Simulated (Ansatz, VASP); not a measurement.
**Zr: VASP beside Ansatz**

```
Zr
1.0
     0.00000    2.23153    2.23153
     2.23153    0.00000    2.23153
     2.23153    2.23153    0.00000
Zr
1
Direct
  0.00000 0.00000 0.00000
```

Alike in both runs: functional PBEsol; k mesh 16 × 16 × 16; occupations gaussian, width 0.1 eV; no spin polarisation.

Ansatz relaxed the structure, and its values are those at the end. VASP's run is a single point on that final structure, the one shown.

```csv
,VASP,Ansatz
version,VASP 6.6.1,Ansatz 0.2.0
potentials or method,"VASP PAW PBE potentials, release 64 (Zr_sv), cutoff 520 eV","scalar-relativistic, plane waves, PAW"
valence electrons in the cell,12,12
```

Ansatz gave:

* gap on the k mesh at the Fermi level (eV): none
* pressure (GPa): 0.0

Estimate VASP's values.

gap on the k mesh at the Fermi level (eV): none; pressure (GPa): 0.1.

VASP's potentials were made for PBE, not for PBEsol. A gap of «none» marks a metal or a gap that the smearing closes.
